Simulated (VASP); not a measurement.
Here is a VASP 6.6.1 calculation.

Contents of INCAR:

```
ALGO     = Normal         # electronic algorithm
DIPOL    = 0.5 0.5 0.327
EDIFF    = 1E-6           # SCF threshold, eV
ENCUT    = 520            # plane-wave cutoff, eV
GGA      = PE             # functional
IDIPOL   = 3            
ISIF     = 2              # what is computed and relaxed
ISMEAR   = 0              # smearing method
ISPIN    = 2              # spin polarisation
IVDW     = 12             # dispersion correction
LASPH    = T              # aspherical terms in the spheres
LCHARG   = F              # write CHGCAR
LDIPOL   = T            
LORBIT   = 11             # projections on sites
LREAL    = F              # projectors in reciprocal space
LWAVE    = F              # write WAVECAR
MAGMOM   = 0 0 0 0 3      # initial moments
NBANDS   = 22             # bands
NELM     = 150            # most SCF steps
PREC     = Accurate       # precision mode
SIGMA    = 0.05           # smearing width, eV
```

Contents of KPOINTS:

```
k-points
0
Gamma
  7 7 1
```

File POSCAR:

```
Si4N
1.0
    3.8333442755      0.0000000000      0.0000000000
    0.0000000000      3.8333442755      0.0000000000
    0.0000000000      0.0000000000     21.1034818114
Si N
4 1
Direct
    0.0000000000      0.5000000000      0.1895421825
    0.0000000000      0.0000000000      0.2537634269
    0.5000000000      0.0000000000      0.3207061922
    0.5000000000      0.5000000000      0.3839879070
    1.0000000000      0.8750000000      0.4882361074
```

Potentials or basis: VASP PAW PBE potentials, release 64 (Si, N).

Launch:

```sh
$ cat potpaw_PBE.64/Si/POTCAR potpaw_PBE.64/N/POTCAR > POTCAR
$ mpirun -np 1 vasp_std > vasp.out
```

(1) What does it give for the net moment?

(2) What does it give for the dispersion energy per atom?

(3) What does it give for the largest force?

(4) What does it give for the site moments?

Results:

(1) 2.53 μB per cell.

(2) -0.207 eV.

(3) 0.465 eV/Å.

(4) Si +0.00, -0.01, -0.07 (each value once); N +1.81 μB.
